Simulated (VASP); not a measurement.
Write the native input for VASP 6.6.1 that does the following.

| Quantity | Value |
| --- | --- |
| Task | single point |
| Functional | PBE |
| Potentials or basis | VASP PAW PBE potentials, release 64 (As) |
| Cutoff | 500 eV |
| k mesh | 10 × 10 × 8 |
| Occupations | fermi-dirac, width 0.1 eV |
| Spin | no spin polarisation |
| Dipole correction | no |
| Further INCAR settings | ALGO = Normal; EDIFF = 1e-06; NBANDS = 18 |

The structure of As lies in POSCAR:

```
As
1.0
    1.9240583542     -5.9259457165      0.0000000000
    1.9240583542      5.9259457165      0.0000000000
    0.0000000000      0.0000000000      4.8488662670
As
4
Direct
    0.1059894032      0.8940105968      0.9312775131
    0.6059894032      0.3940105968      0.5687224869
    0.8940105968      0.1059894032      0.0687224869
    0.3940105968      0.6059894032      0.4312775131
```

The input as run:

INCAR

```
PREC = Accurate
ENCUT = 500
EDIFF = 1E-6
ISMEAR = -1
SIGMA = 0.1
LREAL = F
LASPH = T
NELM = 120
ALGO = Normal
ISIF = 2
LWAVE = F
LCHARG = F
GGA = PE
NBANDS = 18
GGA_COMPAT = F
```

KPOINTS

```
Automatic mesh
0
Gamma
  10 10 8
```

Potentials or basis: VASP PAW PBE potentials, release 64 (As).

Run with:

```bash
$ cat potpaw_PBE.64/As/POTCAR > POTCAR
$ mpirun -np 1 vasp_std > vasp.out
```

It gave:

| Item | Value |
| --- | --- |
| Pressure | -5.1 GPa |
| Largest force | 0.731 eV/Å |

Caveat: the cell stands under tension.

Run time: 4.8 min on 1 thread of Intel(R) Xeon(R) Platinum 8259CL CPU @ 2.50GHz (Skylake/Cascade Lake), on a shared host, peak memory 0.41 GiB.
